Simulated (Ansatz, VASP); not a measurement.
## H in VASP and in Ansatz

```
H
1.0
     2.70219   -2.64391    0.00000
     2.70219    2.64391    0.00000
     0.00000    0.00000    4.01756
H
4
Cartesian
  2.7022 -2.3969 0.2752
  2.7022 0.2470 1.7335
  2.7022 -0.2470 2.2840
  2.7022 2.3969 3.7423
```

Change from the starting cell: strain +0.030 along x and y, -0.030 along z, atoms carried along.

Alike in both runs: task single point; functional PBEsol; k mesh 6 × 6 × 6; occupations gaussian, width 0.05 eV; no spin polarisation.

|  | VASP | Ansatz |
| --- | --- | --- |
| version | VASP 6.6.1 | Ansatz 0.2.0 |
| potentials or method | VASP PAW PBE potentials, release 64 (H), cutoff 520 eV | scalar-relativistic, plane waves, PAW |
| valence electrons in the cell | 4 | 4 |

```csv
,VASP,Ansatz,Ansatz less VASP
gap on the k mesh at the Fermi level (eV),9.23,9.23,+0.003
least direct gap on the mesh (eV),9.80,9.80,+0.002
pressure (GPa),0.8,1.0,+0.15
"traceless stress, the component that is largest in VASP (GPa)",-0.93,-0.94,-0.010
rms of the force components (eV/Å),0.403,0.402,-0.0007
```

VASP's potentials were made for PBE, not for PBEsol. Atom by atom the forces differ by 0.001 eV/Å (rms over components). The functional is the same, so the differences come from potentials, cutoffs and numerics.
